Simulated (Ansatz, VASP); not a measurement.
## Se: VASP beside Ansatz

INCAR

```
  PREC = Accurate
  ENCUT = 600
  EDIFF = 1E-6
  ISMEAR = 0
  SIGMA = 0.01
  LREAL = False
  LASPH = True
  NELM = 100
  ALGO = Normal
  ISIF = 3
  LWAVE = False
  LCHARG = False
  GGA = PE
  IBRION = 2
  NSW = 100
  EDIFFG = -0.01
```

File KPOINTS:

```
Automatic mesh
0
Gamma
  10 10 6
```

POSCAR

```
Se
1.0
    3.8116881631      0.0000000000      0.0000000000
    0.0000000000      3.8116881631      0.0000000000
    0.0000000000      0.0000000000      6.6145081280
Se
4
Direct
    0.1158076011      0.1158076011      0.5000000000
    0.3841923989      0.6158076011      0.7500000000
    0.6158076011      0.3841923989      0.2500000000
    0.8841923989      0.8841923989      0.0000000000
```

Input for Ansatz:

```yaml
crystal:
  lattice:
    - [3.8116881631, 0.0, 0.0]
    - [0.0, 3.8116881631, 0.0]
    - [0.0, 0.0, 6.614508128]
  atoms:
    - { symbol: Se, position: [0.1158076011, 0.1158076011, 0.5] }
    - { symbol: Se, position: [0.3841923989, 0.6158076011, 0.75] }
    - { symbol: Se, position: [0.6158076011, 0.3841923989, 0.25] }
    - { symbol: Se, position: [0.8841923989, 0.8841923989, 0.0] }
basis:
  ecutwfc: 420
kpoints:
  mp_grid: { grid: [10, 10, 6] }
hamiltonian:
  xc: pbe
scf:
  occupations: { method: gaussian, width: 0.01 }
output:
  forces: true
  stress: true
  eigenvalues: true
relax:
  adjacent_minimum: "off"
  f_tol: 0.01
  max_steps: 80
  cell: { stress_tol: 0.05 }
```

Alike in both runs: task relaxation of cell and atoms; functional PBE; k mesh 10 × 10 × 6; occupations gaussian, width 0.01 eV; no spin polarisation.

|  | VASP | Ansatz |
| --- | --- | --- |
| version | VASP 6.6.1 | Ansatz 0.2.0 |
| potentials or method | VASP PAW PBE potentials, release 64 (Se), cutoff 600 eV | scalar-relativistic, plane waves, PAW |
| valence electrons in the cell | 24 | 64 |

|  | VASP | Ansatz | Ansatz less VASP |
| --- | --- | --- | --- |
| gap on the k mesh at the Fermi level, each at its own relaxed structure (eV) | none | none | - |
| relaxed volume (Å³/atom) | 24.03 | 24.02 | -0.011 |
| relaxed cell length with the largest relative difference (Å) | 6.598 | 6.593 | -0.0057 |

A gap of «none» marks a metal or a gap that the smearing closes. VASP's potentials hold 24 valence electrons a cell and Ansatz's 64, so a difference there can come from the potentials and not from the codes.
